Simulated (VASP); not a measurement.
# TiAl3 (I4/mmm) in VASP: settings compared

Aim: see how the results for TiAl3 move with the level of theory and the settings. Levels: RPBE+D4, RPBE+D3(BJ). Tasks: single point, relaxation of cell and atoms.

All numbers are computed with VASP 6.6.1; they aren't measurements. Logs are shortened: lines on timing, memory, paths and dates and some standing lists are left out, and cuts for length are marked.

## 1. The cell of the first run

It takes space group I4/mmm (No. 139, tetragonal). Conventional cell: a = 3.805 Å, b = 3.805 Å, c = 8.505 Å, α = 90.00°, β = 90.00°, γ = 90.00°. Ti (site symmetry 4/mmm) has 12 Al at 2.69 to 2.85 Å within 3.5 Å. Within 3.5 Å of Al (site symmetry -4m2) lie 8 Al at 2.69 to 2.85 Å and 4 Ti at 2.85 Å. Al (site symmetry 4/mmm) has 4 Ti at 2.69 Å and 8 Al at 2.85 Å within 3.5 Å.

## 2. Single point, RPBE+D4

File INCAR:

```
ALGO     = Fast           # electronic algorithm
EDIFF    = 1E-6           # SCF threshold, eV
ENCUT    = 520            # plane-wave cutoff, eV
GGA      = RP             # functional
ISIF     = 2              # what is computed and relaxed
ISMEAR   = -1             # smearing method
IVDW     = 13             # dispersion correction
LASPH    = True           # aspherical terms in the spheres
LCHARG   = False          # write CHGCAR
LREAL    = False          # projectors in reciprocal space
LWAVE    = False          # write WAVECAR
NBANDS   = 18             # bands
NELM     = 80             # most SCF steps
PREC     = Accurate       # precision mode
SIGMA    = 0.05           # smearing width, eV
```

File KPOINTS:

```
k-points
0
Gamma
  10 10 10
```

File POSCAR:

```
TiAl3
1.0
   -1.9025173429      1.9025173429      4.2522797505
    1.9025173429     -1.9025173429      4.2522797505
    1.9025173429      1.9025173429     -4.2522797505
Ti Al
1 3
Direct
    0.0000000000      0.0000000000      0.0000000000
    0.2500000000      0.7500000000      0.5000000000
    0.7500000000      0.2500000000      0.5000000000
    0.5000000000      0.5000000000      0.0000000000
```

Potentials or basis: VASP PAW PBE potentials, release 64 (Ti_sv, Al).

Run with:

```sh
cat potpaw_PBE.64/Ti_sv/POTCAR potpaw_PBE.64/Al/POTCAR > POTCAR
mpirun -np 1 vasp_std > vasp.out
```

OUTCAR:

```text
EDIFF = 1E-6
   ENCUT = 520
   GGA = RP
   ISIF = 2
   ISMEAR = -1
   IVDW = 13
   LASPH = True
   LREAL = False
   NELM = 80
   PREC = Accurate

 ion  position               nearest neighbor table
   1  0.000  0.000  0.000-   4 2.69   4 2.69   4 2.69   4 2.69   3 2.85   2 2.85   3 2.85   2 2.85
                             3 2.85   3 2.85   2 2.85   2 2.85
   2  0.250  0.750  0.500-   3 2.69   3 2.69   3 2.69   3 2.69   4 2.85   1 2.85   4 2.85   4 2.85
                             1 2.85   1 2.85   4 2.85   1 2.85
   3  0.750  0.250  0.500-   2 2.69   2 2.69   2 2.69   2 2.69   4 2.85   1 2.85   4 2.85   1 2.85
                             4 2.85   4 2.85   1 2.85   1 2.85
   4  0.500  0.500  0.000-   1 2.69   1 2.69   1 2.69   1 2.69   3 2.85   2 2.85   3 2.85   3 2.85
                             2 2.85   2 2.85   3 2.85   2 2.85

  LATTYP: Found a body centered tetragonal cell.
 ALAT       =     3.8050346858
 C/A-ratio  =     2.2350806769

  Lattice vectors:

 A1 = (  -1.9025173429,   1.9025173429,   4.2522797505)
 A2 = (   1.9025173429,  -1.9025173429,   4.2522797505)
 A3 = (   1.9025173429,   1.9025173429,  -4.2522797505)

Analysis of symmetry for initial positions (statically):
=====================================================================
 Subroutine PRICEL returns:
 Original cell was already a primitive cell.

 Routine SETGRP: Setting up the symmetry group for a
 body centered tetragonal supercell.

 Subroutine GETGRP returns: Found 16 space group operations
 (whereof 16 operations were pure point group operations)
 out of a pool of 16 trial point group operations.

The static configuration has the point symmetry D_4h.

Analysis of symmetry for dynamics (positions and initial velocities):
=====================================================================
 Subroutine PRICEL returns:
 Original cell was already a primitive cell.

 Routine SETGRP: Setting up the symmetry group for a
 body centered tetragonal supercell.

 Subroutine GETGRP returns: Found 16 space group operations
 (whereof 16 operations were pure point group operations)
 out of a pool of 16 trial point group operations.

The dynamic configuration has the point symmetry D_4h.

 Subroutine INISYM returns: Found 16 space group operations
 (whereof 16 operations are pure point group operations),
 and found     1 'primitive' translations

----------------------------------------------------------------------------------------

                                     Primitive cell

  volume of cell :      61.5657

  direct lattice vectors                    reciprocal lattice vectors
    -1.902517343  1.902517343  4.252279750     0.000000000  0.262809694  0.117583985
     1.902517343 -1.902517343  4.252279750     0.262809694  0.000000000  0.117583985
     1.902517343  1.902517343 -4.252279750     0.262809694  0.262809694  0.000000000

  length of vectors
     5.032000353  5.032000353  5.032000353     0.287914794  0.287914794  0.371669033

  position of ions in fractional coordinates (direct lattice)
     0.000000000  0.000000000  0.000000000
     0.250000000  0.750000000  0.500000000
     0.750000000  0.250000000  0.500000000
     0.500000000  0.500000000  0.000000000

  ion indices of the primitive-cell ions
   primitive index   ion index
                 1           1
                 2           2
                 3           3
                 4           4

----------------------------------------------------------------------------------------

 KPOINTS: k-points

Automatic generation of k-mesh.
 Grid dimensions read from file:
 generate k-points for:   10   10   10

 Generating k-lattice:

  Cartesian coordinates                     Fractional coordinates (reciprocal lattice)
     0.000000000  0.026280969  0.011758399     0.100000000  0.000000000  0.000000000
     0.026280969  0.000000000  0.011758399     0.000000000  0.100000000  0.000000000
     0.026280969  0.026280969  0.000000000     0.000000000  0.000000000  0.100000000

  Length of vectors
     0.028791479  0.028791479  0.037166903

  Shift w.r.t. Gamma in fractional coordinates (k-lattice)
     0.000000000  0.000000000  0.000000000

 Subroutine IBZKPT returns following result:
 ===========================================

 Found    102 irreducible k-points:

 Following reciprocal coordinates:
            Coordinates               Weight
  0.000000  0.000000  0.000000      1.000000
  0.100000 -0.000000  0.000000      8.000000
  0.200000 -0.000000  0.000000      8.000000
  0.300000 -0.000000  0.000000      8.000000
  0.400000 -0.000000  0.000000      8.000000
  0.500000 -0.000000  0.000000      4.000000
[... 16 lines left out ...]
  0.300000  0.300000  0.000000      8.000000
  0.400000  0.300000  0.000000     16.000000
 [... further k-points ...]
   k-points           NKPTS =    102   k-points in BZ     NKDIM =    102   number of bands    NBANDS=     18
   number of dos      NEDOS =    301   number of ions     NIONS =      4
   total plane-waves  NPLWV =  64000
   dimension x,y,z NGX =    40 NGY =   40 NGZ =   40
   dimension x,y,z NGXF=    80 NGYF=   80 NGZF=   80
   ions per type =               1   3
   NGX,Y,Z   is equivalent  to a cutoff of  13.22, 13.22, 13.22 a.u.
   NGXF,Y,Z  is equivalent  to a cutoff of  26.43, 26.43, 26.43 a.u.
 SYSTEM =  unknown system
   PREC   = accura    normal or accurate (medium, high low for compatibility)
   ISTART =      0    job   : 0-new  1-cont  2-samecut
   ICHARG =      2    charge: 1-file 2-atom 10-const
   ISPIN  =      1    spin polarized calculation?
   LNONCOLLINEAR =      F non collinear calculations
   LSORBIT =      F    spin-orbit coupling
   LASPH  =      T    aspherical Exc in radial PAW
   ENCUT  =  520.0 eV  38.22 Ry    6.18 a.u.   9.36  9.36  9.36*2*pi/ulx,y,z
   NELM   =     80;   NELMIN=  2; NELMDL= -5     # of ELM steps
   EDIFF  = 0.1E-05   stopping-criterion for ELM
   LREAL  =      F    real-space projection
   EDIFFG = 0.1E-04   stopping-criterion for IOM
   NSW    =      0    number of steps for IOM
   IBRION =     -1    ionic relax: 0-MD 1-quasi-New 2-CG
   NFREE  =      0    steps in history (QN), initial steepest desc. (CG)
   ISIF   =      2    stress and relaxation
   ISYM   =      2    0-nonsym 1-usesym 2-fastsym
   POTIM  = 0.5000    time-step for ionic-motion
   TEBEG  =    0.0;   TEEND  =   0.0 temperature during run
   PSTRESS=    0.0 pullay stress
   NELECT =      21.0000    total number of electrons
   NUPDOWN=      -1.0000    fix difference up-down
   EMIN   =  10.00;   EMAX   =-10.00  energy-range for DOS
   EFERMI =   0.00;   METHOD = LEGACY
   ISMEAR =    -1;   SIGMA  =   0.05  broadening in eV -4-tet -1-fermi 0-gaus
   EFERMI_NEDOS =   21; number of points for ismear=-14 and -15
   IALGO  =     68    algorithm
   IMIX   =      4    mixing-type and parameters
     AMIX     =   0.40;   BMIX     =  1.00
     AMIX_MAG =   1.60;   BMIX_MAG =  1.00
  volume/ion in A,a.u.               =      15.39       103.87
  Fermi-wavevector in a.u.,A,eV,Ry     =   1.143848  2.161559 17.801696  1.308388
  Thomas-Fermi vector in A             =   2.280542
   LORBIT       =      0    0 simple, 1 ext, 2 COOP (PROOUT), +10 PAW based schemes
   GGA     = RP    functional components
   LHFCALC =     F    Hartree Fock is set to
   AEXX    =    0.0000 exact exchange contribution
   IVDW    =    13    specifies the selected vdW correction
   LEPSILON=     F    determine dielectric tensor
   LRPA    =     F    only Hartree local field effects (RPA)
 non-spin polarized calculation
 RMM-DIIS sequential band-by-band and
  energy-cutoff  :      520.00
  volume of cell :       61.57
 maximum number of plane-waves:      1680
 NGX is ok and might be reduce to    40
   NGX = 19   NGY = 19   NGZ = 19

 number of electron      20.9999999 magnetization

 Free energy of the ion-electron system (eV)
  ---------------------------------------------------
  ext. energy  EPLUGINS =         0.00000000
  ---------------------------------------------------
  free energy    TOTEN  =       -19.45879381 eV

  energy without entropy =      -19.44563560  energy(sigma->0) =      -19.45221471

 E-fermi :   8.6232     XC(G=0): -10.7851

 val. band max:        8.6220306416   @ k =   0.2000  -0.0000   0.0000
 cond. band min:       8.6311200518   @ k =   0.5000   0.5000   0.3000
 fundamental gap:      0.0090894102
 Fermi energy:         8.6231579870

 k-point     1 :       0.0000    0.0000    0.0000
  band No.  band energies     occupation
      1     -47.9163      2.00000
      2     -24.1669      2.00000
      3     -24.1669      2.00000
      4     -24.0881      2.00000
      5      -1.5917      2.00000
      6       5.7786      2.00000
[... 10 lines left out ...]
     17      12.5446      0.00000
     18      12.5659      0.00000

 k-point     2 :       0.1000   -0.0000    0.0000
  band No.  band energies     occupation
      1     -47.9161      2.00000
      2     -24.1697      2.00000
      3     -24.1667      2.00000
      4     -24.0880      2.00000
      5      -1.4651      2.00000
      6       5.2799      2.00000
[... 10 lines left out ...]
     17      12.5976      0.00000
     18      13.2246      0.00000

 k-point     3 :       0.2000   -0.0000    0.0000
  band No.  band energies     occupation
      1     -47.9158      2.00000
      2     -24.1772      2.00000
      3     -24.1662      2.00000
      4     -24.0877      2.00000
      5      -1.0892      2.00000
      6       4.6893      2.00000
[... 10 lines left out ...]
     17      12.8440      0.00000
     18      14.4135      0.00000

 k-point     4 :       0.3000   -0.0000    0.0000
  band No.  band energies     occupation
      1     -47.9153      2.00000
      2     -24.1863      2.00000
      3     -24.1656      2.00000
      4     -24.0872      2.00000
      5      -0.4756      2.00000
      6       3.7680      2.00000
[... 375 lines left out ...]
      4     -24.0866      2.00000
      5      -0.7584      2.00000
      6       5.5083      2.00000
[... 10 lines left out ...]
     17      12.8086      0.00000
     18      14.7035      0.00000

 k-point    23 :       0.3000    0.3000    0.0000
  band No.  band energies     occupation
      1     -47.9145      2.00000
      2     -24.1845      2.00000
      3     -24.1838      2.00000
      4     -24.0861      2.00000
      5       0.8983      2.00000
      6       3.4758      2.00000
[... 10 lines left out ...]
     17      14.3610      0.00000
     18      14.8772      0.00000

 k-point    24 :       0.4000    0.3000    0.0000
  band No.  band energies     occupation
      1     -47.9141      2.00000
      2     -24.1912      2.00000
      3     -24.1833      2.00000
      4     -24.0854      2.00000
      5       1.7322      2.00000
      6       2.8603      2.00000
[... 10 lines left out ...]
     17      13.5663      0.00000
     18      14.7971      0.00000

 [... further k-points ...]

------------------------ aborting loop because EDIFF is reached ----------------------------------------

  DFT-D4 for vdW energy calculation

  Edisp (eV):   -2.52309

  FORCE on cell =-STRESS in cart. coord.  units (eV):
  Direction    XX          YY          ZZ          XY          YZ          ZX
  --------------------------------------------------------------------------------------
  -------------------------------------------------------------------------------------
  Total      -0.06506    -0.06506    -0.07566     0.00000     0.00000     0.00000
  in kB      -1.69323    -1.69323    -1.96896     0.00000     0.00000     0.00000
  external pressure =       -1.79 kB  Pullay stress =        0.00 kB

 VOLUME and BASIS-vectors are now :
 -----------------------------------------------------------------------------
  energy-cutoff  :      520.00
  volume of cell :       61.57
      direct lattice vectors                 reciprocal lattice vectors
    -1.902517343  1.902517343  4.252279750     0.000000000  0.262809694  0.117583985
     1.902517343 -1.902517343  4.252279750     0.262809694  0.000000000  0.117583985
     1.902517343  1.902517343 -4.252279750     0.262809694  0.262809694  0.000000000

 POSITION                                       TOTAL-FORCE (eV/Angst)
 -----------------------------------------------------------------------------------
      0.00000      0.00000      0.00000         0.000000      0.000000      0.000000
      1.90252     -0.00000      2.12614        -0.000000      0.000000     -0.000000
     -0.00000      1.90252      2.12614         0.000000     -0.000000      0.000000
      0.00000      0.00000      4.25228         0.000000      0.000000      0.000000
 -----------------------------------------------------------------------------------
    total drift:                               -0.000000     -0.000000      0.000000

  FREE ENERGIE OF THE ION-ELECTRON SYSTEM (eV)
  ---------------------------------------------------
  free  energy   TOTEN  =       -21.9818815403 eV

  energy  without entropy=      -21.9687233260  energy(sigma->0) =      -21.97530243
```

Wall time 3.1 min (1 thread of Intel Xeon 6975P-C (Granite Rapids), shared host); peak memory 0.31 GiB.

Results:

* Free energy: -21.9819 eV
* Pressure: -0.2 GPa
* Dispersion energy per atom: -0.631 eV

Caveat: the PAW data sets were made with another functional, which shifts forces and pressure a little; pairwise dispersion overbinds metals, which lowers pressure and volume.

(Continued in part 2 of 2.)
